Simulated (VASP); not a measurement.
Rb, 1 atom in the cell. The structure is tetragonal, space group I4/mmm (No. 139). The conventional cell has a = 5.388 Å, b = 5.388 Å, c = 6.061 Å, α = 90.00°, β = 90.00°, γ = 90.00°.  This cell differs from its parent crystal: strain -0.040 along x and y, +0.080 along z.

| Item | Value |
| --- | --- |
| Program | VASP 6.6.1 |
| Task | single point |
| Functional | PBEsol |
| Potentials or basis | VASP PAW PBE potentials, release 64 (Rb_sv) |
| Cutoff | 520 eV |
| k mesh | 12 × 12 × 12 |
| Occupations | gaussian, width 0.15 eV |
| Spin | no spin polarisation |
| Dipole correction | no |
| Further INCAR settings | ALGO = Fast; EDIFF = 1e-06; NBANDS = 10 |

Potentials or basis: VASP PAW PBE potentials, release 64 (Rb_sv).

Launch:

```sh
$ cat potpaw_PBE.64/Rb_sv/POTCAR > POTCAR
$ mpirun -np 1 vasp_std > vasp.out
```

Hardware: 1 thread of Intel(R) Xeon(R) 6975P-C (Granite Rapids), with other jobs on the host.

Estimate the wall time of this run.

Run time: 40 s on 1 thread of Intel(R) Xeon(R) 6975P-C (Granite Rapids), with other jobs on the host, peak memory 0.29 GiB. Counts: scf iterations 11, k points 163.
